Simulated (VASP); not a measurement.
# PbO (e600) (P4/nmm) in VASP: single point with PBEsol

Aim: the single point of PbO (e600) with PBEsol.

All numbers are computed with VASP 6.6.1; they aren't measurements. Logs are shortened: lines on timing, memory, paths and dates and some standing lists are left out, and cuts for length are marked.

**1. The cell of the first run**

Symmetry: P4/nmm, No. 129, tetragonal system. Conventional cell: a = 3.988 Å, b = 3.988 Å, c = 5.085 Å, α = 90.00°, β = 90.00°, γ = 90.00°. Within 3.1 Å of Pb (site symmetry 4mm) lie 4 O at 2.32 Å. O (site symmetry -4m2) has 4 Pb at 2.32 Å and 4 O at 2.82 Å within 3.1 Å.

**2. Single point, PBEsol**

File INCAR:

```
ALGO     = Normal         # electronic algorithm
EDIFF    = 1E-6           # SCF threshold, eV
ENCUT    = 520            # plane-wave cutoff, eV
GGA      = PS             # functional
ISIF     = 2              # what is computed and relaxed
ISMEAR   = 0              # smearing method
LASPH    = T              # aspherical terms in the spheres
LCHARG   = F              # write CHGCAR
LREAL    = F              # projectors in reciprocal space
LWAVE    = F              # write WAVECAR
NBANDS   = 28             # bands
NELM     = 80             # most SCF steps
PREC     = Accurate       # precision mode
SIGMA    = 0.02           # smearing width, eV
```

File KPOINTS:

```
k-points
0
Gamma
  8 8 6
```

File POSCAR:

```
PbO
1.0
    3.9881544320      0.0000000000      0.0000000000
    0.0000000000      3.9881544320      0.0000000000
    0.0000000000      0.0000000000      5.0850252434
Pb O
2 2
Direct
    0.0000000000      0.5000000000      0.2329192845
    0.5000000000      0.0000000000      0.7670807155
    0.0000000000      0.0000000000      0.0000000000
    0.5000000000      0.5000000000      0.0000000000
```

Potentials or basis: VASP PAW PBE potentials, release 64 (Pb_d, O).

Command:

```
$ cat potpaw_PBE.64/Pb_d/POTCAR potpaw_PBE.64/O/POTCAR > POTCAR
$ mpirun -np 1 vasp_std > vasp.out
```

OUTCAR:

```text
EDIFF = 1E-6
   ENCUT = 520
   GGA = PS
   ISIF = 2
   ISMEAR = 0
   LASPH = T
   LREAL = F
   NELM = 80
   PREC = Accurate

 ion  position               nearest neighbor table
   1  0.000  0.500  0.233-   3 2.32   4 2.32   3 2.32   4 2.32   2 3.68   2 3.68   2 3.68   2 3.68
                             2 3.92   2 3.92   2 3.92   2 3.92
   2  0.500  0.000  0.767-   3 2.32   4 2.32   4 2.32   3 2.32   1 3.68   1 3.68   1 3.68   1 3.68
                             1 3.92   1 3.92   1 3.92   1 3.92
   3  0.000  0.000  0.000-   1 2.32   2 2.32   1 2.32   2 2.32
   4  0.500  0.500  0.000-   1 2.32   2 2.32   2 2.32   1 2.32

  LATTYP: Found a simple tetragonal cell.
 ALAT       =     3.9881544320
 C/A-ratio  =     1.2750321810

  Lattice vectors:

 A1 = (   3.9881544320,   0.0000000000,   0.0000000000)
 A2 = (   0.0000000000,   3.9881544320,   0.0000000000)
 A3 = (   0.0000000000,   0.0000000000,   5.0850252434)

Analysis of symmetry for initial positions (statically):
=====================================================================
 Subroutine PRICEL returns:
 Original cell was already a primitive cell.

 Routine SETGRP: Setting up the symmetry group for a
 simple tetragonal supercell.

 Subroutine GETGRP returns: Found 16 space group operations
 (whereof  8 operations were pure point group operations)
 out of a pool of 16 trial point group operations.

The static configuration has the point symmetry D_2d.
 The point group associated with its full space group is D_4h.

Analysis of symmetry for dynamics (positions and initial velocities):
=====================================================================
 Subroutine PRICEL returns:
 Original cell was already a primitive cell.

 Routine SETGRP: Setting up the symmetry group for a
 simple tetragonal supercell.

 Subroutine GETGRP returns: Found 16 space group operations
 (whereof  8 operations were pure point group operations)
 out of a pool of 16 trial point group operations.

The dynamic configuration has the point symmetry D_2d.
 The point group associated with its full space group is D_4h.

 Subroutine INISYM returns: Found 16 space group operations
 (whereof  8 operations are pure point group operations),
 and found     1 'primitive' translations

----------------------------------------------------------------------------------------

                                     Primitive cell

  volume of cell :      80.8792

  direct lattice vectors                    reciprocal lattice vectors
     3.988154432  0.000000000  0.000000000     0.250742547  0.000000000  0.000000000
     0.000000000  3.988154432  0.000000000     0.000000000  0.250742547  0.000000000
     0.000000000  0.000000000  5.085025243     0.000000000  0.000000000  0.196655858

  length of vectors
     3.988154432  3.988154432  5.085025243     0.250742547  0.250742547  0.196655858

  position of ions in fractional coordinates (direct lattice)
     0.000000000  0.500000000  0.232919284
     0.500000000  0.000000000  0.767080716
     0.000000000  0.000000000  0.000000000
     0.500000000  0.500000000  0.000000000

  ion indices of the primitive-cell ions
   primitive index   ion index
                 1           1
                 2           2
                 3           3
                 4           4

----------------------------------------------------------------------------------------

 KPOINTS: k-points

Automatic generation of k-mesh.
 Grid dimensions read from file:
 generate k-points for:    8    8    6

 Generating k-lattice:

  Cartesian coordinates                     Fractional coordinates (reciprocal lattice)
     0.031342818  0.000000000  0.000000000     0.125000000  0.000000000  0.000000000
     0.000000000  0.031342818  0.000000000     0.000000000  0.125000000  0.000000000
     0.000000000  0.000000000  0.032775976     0.000000000  0.000000000  0.166666667

  Length of vectors
     0.031342818  0.031342818  0.032775976

  Shift w.r.t. Gamma in fractional coordinates (k-lattice)
     0.000000000  0.000000000  0.000000000

 Subroutine IBZKPT returns following result:
 ===========================================

 Found     60 irreducible k-points:

 Following reciprocal coordinates:
            Coordinates               Weight
  0.000000  0.000000  0.000000      1.000000
  0.125000  0.000000  0.000000      4.000000
  0.250000  0.000000  0.000000      4.000000
  0.375000  0.000000  0.000000      4.000000
  0.500000  0.000000  0.000000      2.000000
  0.125000  0.125000  0.000000      4.000000
[... 16 lines left out ...]
  0.375000  0.125000  0.166667     16.000000
  0.500000  0.125000  0.166667      8.000000
 [... further k-points ...]
   k-points           NKPTS =     60   k-points in BZ     NKDIM =     60   number of bands    NBANDS=     28
   number of dos      NEDOS =    301   number of ions     NIONS =      4
   total plane-waves  NPLWV =  36000
   dimension x,y,z NGX =    30 NGY =   30 NGZ =   40
   dimension x,y,z NGXF=    60 NGYF=   60 NGZF=   80
   ions per type =               2   2
   NGX,Y,Z   is equivalent  to a cutoff of  12.51, 12.51, 13.08 a.u.
   NGXF,Y,Z  is equivalent  to a cutoff of  25.01, 25.01, 26.15 a.u.
 SYSTEM =  unknown system
   PREC   = accura    normal or accurate (medium, high low for compatibility)
   ISTART =      0    job   : 0-new  1-cont  2-samecut
   ICHARG =      2    charge: 1-file 2-atom 10-const
   ISPIN  =      1    spin polarized calculation?
   LNONCOLLINEAR =      F non collinear calculations
   LSORBIT =      F    spin-orbit coupling
   LASPH  =      T    aspherical Exc in radial PAW
   ENCUT  =  520.0 eV  38.22 Ry    6.18 a.u.   7.42  7.42  9.45*2*pi/ulx,y,z
   NELM   =     80;   NELMIN=  2; NELMDL= -5     # of ELM steps
   EDIFF  = 0.1E-05   stopping-criterion for ELM
   LREAL  =      F    real-space projection
   EDIFFG = 0.1E-04   stopping-criterion for IOM
   NSW    =      0    number of steps for IOM
   IBRION =     -1    ionic relax: 0-MD 1-quasi-New 2-CG
   NFREE  =      0    steps in history (QN), initial steepest desc. (CG)
   ISIF   =      2    stress and relaxation
   ISYM   =      2    0-nonsym 1-usesym 2-fastsym
   POTIM  = 0.5000    time-step for ionic-motion
   TEBEG  =    0.0;   TEEND  =   0.0 temperature during run
   PSTRESS=    0.0 pullay stress
   NELECT =      40.0000    total number of electrons
   NUPDOWN=      -1.0000    fix difference up-down
   EMIN   =  10.00;   EMAX   =-10.00  energy-range for DOS
   EFERMI =   0.00;   METHOD = LEGACY
   ISMEAR =     0;   SIGMA  =   0.02  broadening in eV -4-tet -1-fermi 0-gaus
   EFERMI_NEDOS =   21; number of points for ismear=-14 and -15
   IALGO  =     38    algorithm
   IMIX   =      4    mixing-type and parameters
     AMIX     =   0.40;   BMIX     =  1.00
     AMIX_MAG =   1.60;   BMIX_MAG =  1.00
  volume/ion in A,a.u.               =      20.22       136.45
  Fermi-wavevector in a.u.,A,eV,Ry     =   1.294640  2.446516 22.804639  1.676094
  Thomas-Fermi vector in A             =   2.426210
   LORBIT       =      0    0 simple, 1 ext, 2 COOP (PROOUT), +10 PAW based schemes
   GGA     = PS    functional components
   LHFCALC =     F    Hartree Fock is set to
   AEXX    =    0.0000 exact exchange contribution
   IVDW    =     0    specifies the selected vdW correction
   LEPSILON=     F    determine dielectric tensor
   LRPA    =     F    only Hartree local field effects (RPA)
 non-spin polarized calculation
 Gauss-broadening in eV      SIGMA  =   0.02
  energy-cutoff  :      520.00
  volume of cell :       80.88
 maximum number of plane-waves:      2210
 NGX is ok and might be reduce to    30
   NGX = 15   NGY = 15   NGZ = 19

 number of electron      39.9999997 magnetization

 Free energy of the ion-electron system (eV)
  ---------------------------------------------------
  ext. energy  EPLUGINS =         0.00000000
  ---------------------------------------------------
  free energy    TOTEN  =       -22.87499855 eV

  energy without entropy =      -22.87499855  energy(sigma->0) =      -22.87499855

 E-fermi :   4.9015     XC(G=0):  -9.9719

 val. band max:        4.7951162726   @ k =   0.1250   0.0000   0.0000
 cond. band min:       6.0409119945   @ k =   0.5000   0.5000   0.0000
 fundamental gap:      1.2457957219
 Fermi energy:         4.9014512116

 k-point     1 :       0.0000    0.0000    0.0000
  band No.  band energies     occupation
      1     -13.5081      2.00000
      2     -12.9631      2.00000
      3     -11.1329      2.00000
      4     -11.1329      2.00000
      5     -11.0682      2.00000
      6     -11.0553      2.00000
[... 20 lines left out ...]
     27      12.2755      0.00000
     28      12.8215      0.00000

 k-point     2 :       0.1250    0.0000    0.0000
  band No.  band energies     occupation
      1     -13.4740      2.00000
      2     -12.9739      2.00000
      3     -11.1259      2.00000
      4     -11.1233      2.00000
      5     -11.0570      2.00000
      6     -11.0461      2.00000
[... 20 lines left out ...]
     27      12.5070      0.00000
     28      13.8390      0.00000

 k-point     3 :       0.2500    0.0000    0.0000
  band No.  band energies     occupation
      1     -13.3849      2.00000
      2     -13.0094      2.00000
      3     -11.1065      2.00000
      4     -11.0969      2.00000
      5     -11.0244      2.00000
      6     -11.0212      2.00000
[... 20 lines left out ...]
     27      12.7809      0.00000
     28      15.6179      0.00000

 k-point     4 :       0.3750    0.0000    0.0000
  band No.  band energies     occupation
      1     -13.2718      2.00000
      2     -13.0730      2.00000
      3     -11.0788      2.00000
      4     -11.0630      2.00000
      5     -11.0195      2.00000
      6     -11.0132      2.00000
[... 578 lines left out ...]
     27      13.6883      0.00000
     28      15.0795      0.00000

 k-point    23 :       0.3750    0.1250    0.1667
  band No.  band energies     occupation
      1     -13.2574      2.00000
      2     -13.0752      2.00000
      3     -11.0811      2.00000
      4     -11.0512      2.00000
      5     -11.0256      2.00000
      6     -10.9999      2.00000
[... 20 lines left out ...]
     27      13.9034      0.00000
     28      14.4221      0.00000

 k-point    24 :       0.5000    0.1250    0.1667
  band No.  band energies     occupation
      1     -13.1584      2.00000
      2     -13.1584      2.00000
      3     -11.0581      2.00000
      4     -11.0581      2.00000
      5     -11.0166      2.00000
      6     -11.0166      2.00000
[... 20 lines left out ...]
     27      14.1083      0.00000
     28      14.1083      0.00000

 [... further k-points ...]
[... 5 lines left out ...]
  --------------------------------------------------------------------------------------
  -------------------------------------------------------------------------------------
  Total        0.0365564      0.0365564      0.0410236      0.0000000      0.0000000      0.0000000
  in kB        0.7241648      0.7241648      0.8126567      0.0000000      0.0000000      0.0000000
  external PRESSURE =       0.7536621 kB  Pullay stress =       0.0000000 kB

 VOLUME and BASIS-vectors are now :
 -----------------------------------------------------------------------------
  energy-cutoff  :      520.00
  volume of cell :       80.88
      direct lattice vectors                 reciprocal lattice vectors
     3.988154432  0.000000000  0.000000000     0.250742547  0.000000000  0.000000000
     0.000000000  3.988154432  0.000000000     0.000000000  0.250742547  0.000000000
     0.000000000  0.000000000  5.085025243     0.000000000  0.000000000  0.196655858

 POSITION                                       TOTAL-FORCE (eV/Angst)
 -----------------------------------------------------------------------------------
      0.00000      1.99408      1.18440        -0.000000      0.000000      0.043978
      1.99408      0.00000      3.90062         0.000000      0.000000     -0.043978
      0.00000      0.00000      0.00000        -0.000000      0.000000     -0.000000
      1.99408      1.99408      0.00000        -0.000000     -0.000000     -0.000000
 -----------------------------------------------------------------------------------
    total drift:                                0.000000      0.000000      0.000000

  FREE ENERGIE OF THE ION-ELECTRON SYSTEM (eV)
  ---------------------------------------------------
  free  energy   TOTEN  =       -22.8749985540 eV

  energy  without entropy=      -22.8749985540  energy(sigma->0) =      -22.87499855
```

It took 4.4 min on 1 thread of AMD EPYC 7R13, shared host; peak memory 0.22 GiB.

What came out:

- Free energy: -22.8750 eV
- Pressure: 0.1 GPa
- Largest force: 0.044 eV/Å
- Band gap on the k mesh: 1.25 eV, indirect (least direct gap 2.19 eV)

Forces in eV/Å, atoms in the order of the input:
```
Pb   0.000  0.000  0.044
Pb   0.000  0.000 -0.044
O    0.000  0.000  0.000
O    0.000  0.000  0.000
```

Caveat: the PAW data sets were made with another functional, which shifts forces and pressure a little; spin-orbit coupling is left out, which moves the levels of the heavy elements. A k mesh can miss the band edges.
